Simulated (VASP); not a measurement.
# Sb (Pm-3m) in VASP: single point with PBEsol

Aim: the single point of Sb with PBEsol.

Program: VASP 6.6.1. These are calculated values, not measurements. Logs are shortened: lines on timing, memory, paths and dates and some standing lists are left out, and cuts for length are marked.

## (1) The cell of the first run

It takes space group Pm-3m (No. 221, cubic). The conventional cell has a = 3.061 Å, b = 3.061 Å, c = 3.061 Å, α = 90.00°, β = 90.00°, γ = 90.00°. Within 4.0 Å of Sb (site symmetry m-3m) lie 6 Sb at 3.06 Å.

## (2) Single point, PBEsol

Contents of INCAR:

```
PREC = Accurate
ENCUT = 500
EDIFF = 1E-6
ISMEAR = 0
SIGMA = 0.1
LREAL = False
LASPH = True
NELM = 120
ALGO = Normal
ISIF = 2
LWAVE = False
LCHARG = True
GGA = PS
LELF = True
LVHAR = True
NBANDS = 8
GGA_COMPAT = False
```

Contents of KPOINTS:

```
regular mesh
0
Gamma
  14 14 14
```

Contents of POSCAR:

```
Sb
1.0
    3.0614262606      0.0000000000      0.0000000000
    0.0000000000      3.0614262606      0.0000000000
    0.0000000000      0.0000000000      3.0614262606
Sb
1
Direct
    0.0000000000      0.0000000000      0.0000000000
```

Potentials or basis: VASP PAW PBE potentials, release 64 (Sb).

The run is started by

```console
$ cat potpaw_PBE.64/Sb/POTCAR > POTCAR
$ mpirun -np 1 vasp_std > vasp.out
```

OUTCAR:

```text
PREC = Accurate
   ENCUT = 500
   EDIFF = 1E-6
   ISMEAR = 0
   LREAL = False
   LASPH = True
   NELM = 120
   ISIF = 2
   GGA = PS

 ion  position               nearest neighbor table
   1  0.000  0.000  0.000-

  LATTYP: Found a simple cubic cell.
 ALAT       =     3.0614262606

  Lattice vectors:

 A1 = (   3.0614262606,   0.0000000000,   0.0000000000)
 A2 = (   0.0000000000,   3.0614262606,   0.0000000000)
 A3 = (   0.0000000000,   0.0000000000,   3.0614262606)

Analysis of symmetry for initial positions (statically):
=====================================================================
 Subroutine PRICEL returns:
 Original cell was already a primitive cell.

 Routine SETGRP: Setting up the symmetry group for a
 simple cubic supercell.

 Subroutine GETGRP returns: Found 48 space group operations
[... 9 lines left out ...]

 Routine SETGRP: Setting up the symmetry group for a
 simple cubic supercell.

 Subroutine GETGRP returns: Found 48 space group operations
[... 11 lines left out ...]
                                     Primitive cell

  volume of cell :      28.6927

  direct lattice vectors                    reciprocal lattice vectors
     3.061426261  0.000000000  0.000000000     0.326645137  0.000000000  0.000000000
     0.000000000  3.061426261  0.000000000     0.000000000  0.326645137  0.000000000
     0.000000000  0.000000000  3.061426261     0.000000000  0.000000000  0.326645137

  length of vectors
     3.061426261  3.061426261  3.061426261     0.326645137  0.326645137  0.326645137

  position of ions in fractional coordinates (direct lattice)
     0.000000000  0.000000000  0.000000000

  ion indices of the primitive-cell ions
   primitive index   ion index
                 1           1

----------------------------------------------------------------------------------------

 KPOINTS: regular mesh

Automatic generation of k-mesh.
 Grid dimensions read from file:
 generate k-points for:   14   14   14

 Generating k-lattice:

  Cartesian coordinates                     Fractional coordinates (reciprocal lattice)
     0.023331795  0.000000000  0.000000000     0.071428571  0.000000000  0.000000000
     0.000000000  0.023331795  0.000000000     0.000000000  0.071428571  0.000000000
     0.000000000  0.000000000  0.023331795     0.000000000  0.000000000  0.071428571

  Length of vectors
     0.023331795  0.023331795  0.023331795

  Shift w.r.t. Gamma in fractional coordinates (k-lattice)
     0.000000000  0.000000000  0.000000000

 Subroutine IBZKPT returns following result:
 ===========================================

 Found    120 irreducible k-points:

 Following reciprocal coordinates:
            Coordinates               Weight
  0.000000  0.000000  0.000000      1.000000
  0.071429  0.000000  0.000000      6.000000
  0.142857  0.000000  0.000000      6.000000
  0.214286  0.000000  0.000000      6.000000
  0.285714  0.000000  0.000000      6.000000
  0.357143  0.000000  0.000000      6.000000
[... 16 lines left out ...]
  0.285714  0.214286  0.000000     24.000000
  0.357143  0.214286  0.000000     24.000000
 [... further k-points ...]
   k-points           NKPTS =    120   k-points in BZ     NKDIM =    120   number of bands    NBANDS=      8
   number of dos      NEDOS =    301   number of ions     NIONS =      1
   total plane-waves  NPLWV =  13824
   dimension x,y,z NGX =    24 NGY =   24 NGZ =   24
   dimension x,y,z NGXF=    48 NGYF=   48 NGZF=   48
   ions per type =               1
   NGX,Y,Z   is equivalent  to a cutoff of  13.03, 13.03, 13.03 a.u.
   NGXF,Y,Z  is equivalent  to a cutoff of  26.07, 26.07, 26.07 a.u.
 SYSTEM =  unknown system
   PREC   = accura    normal or accurate (medium, high low for compatibility)
   ISTART =      0    job   : 0-new  1-cont  2-samecut
   ICHARG =      2    charge: 1-file 2-atom 10-const
   ISPIN  =      1    spin polarized calculation?
   LNONCOLLINEAR =      F non collinear calculations
   LSORBIT =      F    spin-orbit coupling
   LASPH  =      T    aspherical Exc in radial PAW
   ENCUT  =  500.0 eV  36.75 Ry    6.06 a.u.   5.58  5.58  5.58*2*pi/ulx,y,z
   NELM   =    120;   NELMIN=  2; NELMDL= -5     # of ELM steps
   EDIFF  = 0.1E-05   stopping-criterion for ELM
   LREAL  =      F    real-space projection
   EDIFFG = 0.1E-04   stopping-criterion for IOM
   NSW    =      0    number of steps for IOM
   IBRION =     -1    ionic relax: 0-MD 1-quasi-New 2-CG
   NFREE  =      0    steps in history (QN), initial steepest desc. (CG)
   ISIF   =      2    stress and relaxation
   ISYM   =      2    0-nonsym 1-usesym 2-fastsym
   POTIM  = 0.5000    time-step for ionic-motion
   TEBEG  =    0.0;   TEEND  =   0.0 temperature during run
   PSTRESS=    0.0 pullay stress
   NELECT =       5.0000    total number of electrons
   NUPDOWN=      -1.0000    fix difference up-down
   EMIN   =  10.00;   EMAX   =-10.00  energy-range for DOS
   EFERMI =   0.00;   METHOD = LEGACY
   ISMEAR =     0;   SIGMA  =   0.10  broadening in eV -4-tet -1-fermi 0-gaus
   EFERMI_NEDOS =   21; number of points for ismear=-14 and -15
   IALGO  =     38    algorithm
   IMIX   =      4    mixing-type and parameters
     AMIX     =   0.40;   BMIX     =  1.00
     AMIX_MAG =   1.60;   BMIX_MAG =  1.00
  volume/ion in A,a.u.               =      28.69       193.63
  Fermi-wavevector in a.u.,A,eV,Ry     =   0.914410  1.727985 11.376455  0.836146
  Thomas-Fermi vector in A             =   2.039034
   LORBIT       =      0    0 simple, 1 ext, 2 COOP (PROOUT), +10 PAW based schemes
   GGA     = PS    functional components
   LHFCALC =     F    Hartree Fock is set to
   AEXX    =    0.0000 exact exchange contribution
   IVDW    =     0    specifies the selected vdW correction
   LEPSILON=     F    determine dielectric tensor
   LRPA    =     F    only Hartree local field effects (RPA)
 non-spin polarized calculation
 Gauss-broadening in eV      SIGMA  =   0.10
  energy-cutoff  :      500.00
  volume of cell :       28.69
 maximum number of plane-waves:       740
 NGX is ok and might be reduce to    24
   NGX = 11   NGY = 11   NGZ = 11

 number of electron       4.9999999 magnetization

 Free energy of the ion-electron system (eV)
  ---------------------------------------------------
  ext. energy  EPLUGINS =         0.00000000
  ---------------------------------------------------
  free energy    TOTEN  =        -4.53729417 eV

  energy without entropy =       -4.53352281  energy(sigma->0) =       -4.53540849

 E-fermi :   7.4278     XC(G=0):  -9.9173

 val. band max:        7.4172032837   @ k =   0.2857   0.2143   0.0000
 cond. band min:       7.4720036784   @ k =   0.5000   0.2857   0.2143
 fundamental gap:      0.0548003947
 Fermi energy:         7.4278137348

 k-point     1 :       0.0000    0.0000    0.0000
  band No.  band energies     occupation
      1      -5.2215      2.00000
      2      10.8447      0.00000
      3      10.8447      0.00000
      4      10.8447      0.00000
      5      14.4757      0.00000
      6      14.4757      0.00000
      7      15.8621      0.00000
      8      25.4393      0.00000

 k-point     2 :       0.0714    0.0000    0.0000
  band No.  band energies     occupation
      1      -5.1443      2.00000
      2       9.8525      0.00000
      3      10.9218      0.00000
      4      10.9218      0.00000
      5      14.5357      0.00000
      6      15.0734      0.00000
      7      16.4183      0.00000
      8      24.7277      0.00000

 k-point     3 :       0.1429    0.0000    0.0000
  band No.  band energies     occupation
      1      -4.9147      2.00000
      2       8.0734      0.00000
      3      11.1475      0.00000
      4      11.1475      0.00000
      5      14.7151      0.00000
      6      15.5249      0.00000
      7      18.2190      0.00000
      8      23.5173      0.00000

 k-point     4 :       0.2143    0.0000    0.0000
  band No.  band energies     occupation
      1      -4.5397      2.00000
      2       6.2549      2.00000
      3      11.5039      0.00000
      4      11.5039      0.00000
      5      15.0109      0.00000
      6      15.9002      0.00000
      7      20.3792      0.00000
      8      22.2605      0.00000

 k-point     5 :       0.2857    0.0000    0.0000
  band No.  band energies     occupation
      1      -4.0372      2.00000
      2       4.5715      2.00000
      3      11.9546      0.00000
      4      11.9546      0.00000
      5      15.4152      0.00000
      6      16.3699      0.00000
      7      21.0742      0.00000
      8      21.0742      0.00000

 k-point     6 :       0.3571    0.0000    0.0000
  band No.  band energies     occupation
      1      -3.4521      2.00000
      2       3.1202      2.00000
      3      12.4337      0.00000
      4      12.4337      0.00000
      5      15.9049      0.00000
      6      16.9576      0.00000
      7      20.0551      0.00000
      8      20.0551      0.00000

 k-point     7 :       0.4286    0.0000    0.0000
  band No.  band energies     occupation
      1      -2.9029      2.00000
      2       2.0434      2.00000
      3      12.8281      0.00000
      4      12.8281      0.00000
      5      16.4038      0.00000
      6      17.6382      0.00000
      7      19.3316      0.00000
      8      19.3316      0.00000
[... 133 lines left out ...]
 k-point    20 :       0.4286    0.1429    0.0000
  band No.  band energies     occupation
      1      -2.5923      2.00000
      2       2.3357      2.00000
      3      10.1972      0.00000
      4      13.1408      0.00000
      5      15.3126      0.00000
      6      17.3648      0.00000
      7      19.3024      0.00000
      8      19.5600      0.00000

 k-point    21 :       0.5000    0.1429    0.0000
  band No.  band energies     occupation
      1      -2.3394      2.00000
      2       1.9058      2.00000
      3      10.3948      0.00000
      4      13.3011      0.00000
      5      14.9989      0.00000
      6      17.7721      0.00000
      7      18.8670      0.00000
      8      19.2909      0.00000

 k-point    22 :       0.2143    0.2143    0.0000
  band No.  band energies     occupation
      1      -3.8568      2.00000
      2       6.6999      2.00000
      3       7.1398      1.99995
      4      12.1686      0.00000
      5      15.9101      0.00000
      6      17.3867      0.00000
      7      20.4266      0.00000
      8      21.5380      0.00000

 k-point    23 :       0.2857    0.2143    0.0000
  band No.  band energies     occupation
      1      -3.3526      2.00000
      2       5.2081      2.00000
      3       7.4172      1.11928
      4      12.6236      0.00000
      5      15.6325      0.00000
      6      16.7074      0.00000
      7      21.0917      0.00000
      8      21.5614      0.00000

 k-point    24 :       0.3571    0.2143    0.0000
  band No.  band energies     occupation
      1      -2.7644      2.00000
      2       3.7636      2.00000
      3       7.9317      0.00000
      4      13.1080      0.00000
      5      14.5451      0.00000
      6      17.1324      0.00000
      7      20.5566      0.00000
      8      20.6913      0.00000

 [... further k-points ...]

------------------------ aborting loop because EDIFF is reached ----------------------------------------

  FORCE on cell =-STRESS in cart. coord.  units (eV):
  Direction    XX          YY          ZZ          XY          YZ          ZX
  --------------------------------------------------------------------------------------
  -------------------------------------------------------------------------------------
  Total        0.0224719      0.0224719      0.0224719     -0.0000000     -0.0000000      0.0000000
  in kB        1.2548143      1.2548143      1.2548143     -0.0000000     -0.0000000      0.0000000
  external PRESSURE =       1.2548143 kB  Pullay stress =       0.0000000 kB

 VOLUME and BASIS-vectors are now :
 -----------------------------------------------------------------------------
  energy-cutoff  :      500.00
  volume of cell :       28.69
      direct lattice vectors                 reciprocal lattice vectors
     3.061426261  0.000000000  0.000000000     0.326645137  0.000000000  0.000000000
     0.000000000  3.061426261  0.000000000     0.000000000  0.326645137  0.000000000
     0.000000000  0.000000000  3.061426261     0.000000000  0.000000000  0.326645137

 POSITION                                       TOTAL-FORCE (eV/Angst)
 -----------------------------------------------------------------------------------
      0.00000      0.00000      0.00000         0.000000      0.000000      0.000000
 -----------------------------------------------------------------------------------
    total drift:                               -0.000000      0.000000      0.000000

  FREE ENERGIE OF THE ION-ELECTRON SYSTEM (eV)
  ---------------------------------------------------
  free  energy   TOTEN  =        -4.5372941694 eV

  energy  without entropy=       -4.5335228111  energy(sigma->0) =       -4.53540849
```

Wall time 9.3 s (1 thread of Intel Xeon 6975P-C, shared host); peak memory 0.15 GiB.

Results:

```yaml
Free_energy: -4.5373 eV
Pressure: 0.1 GPa
```

Levels at points of the mesh, in eV from the Fermi level:
```csv
k point,band 1,band 2,band 3,band 4,band 5,band 6,band 7
"(0.00, 0.00, 0.00)",-12.65,3.42,3.42,3.42,7.05,7.05,8.43
"(0.50, 0.00, 0.00)",-10.08,-5.81,5.56,5.56,9.23,10.68,11.55
"(0.50, 0.50, 0.00)",-7.34,-3.66,-3.66,2.03,7.76,13.27,13.42
"(0.50, 0.50, 0.50)",-4.26,-1.63,-1.63,-1.63,4.82,4.82,4.82
```

Caveat: the PAW data sets were made with another functional, which shifts forces and pressure a little; spin-orbit coupling is left out, which moves the levels of the heavy elements.
